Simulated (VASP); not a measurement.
Here is a VASP 6.6.1 calculation.

The input INCAR:

```
SYSTEM = AlN
PREC = Accurate
ENCUT = 520
EDIFF = 1E-6
ISMEAR = 0
SIGMA = 0.05
LREAL = .FALSE.
LASPH = .TRUE.
NELM = 100
ALGO = Normal
ISIF = 2
LWAVE = .FALSE.
LCHARG = .FALSE.
GGA = CA
IBRION = 2
NSW = 50
EDIFFG = -0.01
```

Contents of KPOINTS:

```
Automatic mesh
0
G
  9 9 6
  0 0 0
```

File POSCAR:

```
AlN
1.0
    3.0268000000      0.0000000000      0.0000000000
   -1.5134000000      2.6212856922      0.0000000000
    0.0000000000      0.0000000000      4.3504000000
Al N
2 2
Direct
    0.3333333333      0.6666666667      0.0015210172
    0.6666666667      0.3333333333      0.5015210172
    0.3333333333      0.6666666667      0.3834789828
    0.6666666667      0.3333333333      0.8834789828
```

Potentials or basis: VASP PAW LDA potentials, release 64 (Al, N).

Launch:

```bash
$ cat potpaw_LDA.64/Al/POTCAR potpaw_LDA.64/N/POTCAR > POTCAR
$ mpirun -np 1 vasp_std > vasp.out
```

(1) What does it give for the energy gained by relaxing?

(2) Predict the band gap on the k mesh.

Results:

(1) 128.9 meV/atom.

(2) 4.65 eV, indirect (least direct gap 5.00 eV).
